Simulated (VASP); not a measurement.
**Na3LaN2: relaxation of cell and atoms with PBE**

Crystal: Na3LaN2.

```
CELL_PARAMETERS angstrom
4.44483 0.00000 0.00000
0.00000 4.44483 0.00000
0.00000 0.00000 6.01356
ATOMIC_POSITIONS crystal
Na 0.50000 0.00000 0.55574
Na 0.00000 0.50000 0.44426
Na 0.50000 0.50000 0.00000
La 0.00000 0.00000 0.00000
N 0.50000 0.00000 0.17476
N 0.00000 0.50000 0.82524
```

The cell was built from a structure type or drawn by symmetry, and may not be a known phase.

```json
{
  "Program": "VASP 6.6.1",
  "Task": "relaxation of cell and atoms",
  "Functional": "PBE",
  "Potentials or basis": "VASP PAW PBE potentials, release 64 (Na_pv, La, N)",
  "Cutoff": "600 eV",
  "k mesh": "8 × 8 × 6",
  "Occupations": "gaussian, width 0.1 eV",
  "Spin": "no spin polarisation",
  "Dipole correction": "no",
  "Further INCAR settings": "ALGO = Normal; EDIFF = 1e-06; IBRION = 2; EDIFFG = -0.01; NSW = 100; ISIF = 3"
}
```

| Item | Value |
| --- | --- |
| Relaxed volume | 19.84 Å³/atom |
| Relaxed cell | a = 4.457 Å, b = 4.457 Å, c = 5.993 Å, α = 90.00°, β = 90.00°, γ = 90.00° |
| Space group after relaxing (to 0.1 Å) | P-4m2 (No. 115) |
| Energy gained by relaxing | 0.1 meV/atom |
| Ionic steps | 10 |
| Pressure after relaxing | 0.0 GPa |
| Largest force after relaxing | 0.004 eV/Å |

Forces on the atoms (eV/Å):
```
Na   0.000  0.000 -0.003
Na   0.000  0.000  0.003
Na   0.000  0.000  0.000
La   0.000  0.000  0.000
N    0.000  0.000  0.004
N    0.000  0.000 -0.004
```

The path:
```csv
step,energy change (eV),largest force (eV/Å),pressure (GPa),volume (Å³)
1,0.0000,0.0197,0.07,118.81
2,-0.0002,0.0204,0.00,118.95
3,-0.0002,0.0207,-0.05,119.07
4,-0.0002,0.0210,-0.15,119.29
5,-0.0002,0.0207,-0.06,119.16
6,-0.0002,0.0209,-0.12,119.22
7,-0.0003,0.0147,-0.09,119.20
8,-0.0004,0.0078,-0.07,119.14
9,-0.0004,0.0093,-0.06,119.14
10,-0.0005,0.0035,-0.01,119.04
```

Final structure:
```
Na La N
1.0
     4.45673    0.00000    0.00000
     0.00000    4.45673    0.00000
     0.00000    0.00000    5.99335
Na La N
3 1 2
Direct
  0.50000 0.00000 0.55656
  0.00000 0.50000 0.44344
  0.50000 0.50000 0.00000
  0.00000 0.00000 0.00000
  0.50000 0.00000 0.17355
  0.00000 0.50000 0.82645
```

Levels at points of the mesh, in eV from the Fermi level:
```csv
k point,band 19,band 20,band 21,band 22,band 23,band 24
"(0.00, 0.00, 0.00)",-1.11,-0.17,-0.17,-0.05,3.24,3.66
"(0.50, 0.00, 0.00)",-0.92,-0.77,-0.73,0.97,2.17,3.42
"(0.50, 0.50, 0.00)",-0.55,-0.53,-0.53,1.66,1.74,1.74
"(0.00, 0.00, 0.50)",-1.20,-0.08,-0.08,1.60,1.63,3.38
"(0.50, 0.00, 0.50)",-0.91,-0.81,-0.59,1.94,2.23,2.90
"(0.50, 0.50, 0.50)",-0.90,-0.72,-0.72,2.19,2.19,2.34
```

It took 22 min on 1 thread of Oxide Virtual Turin-like Processor (shared host), peak memory 0.38 GiB.

Caveat: spin-orbit coupling is left out, which moves the levels of the heavy elements.
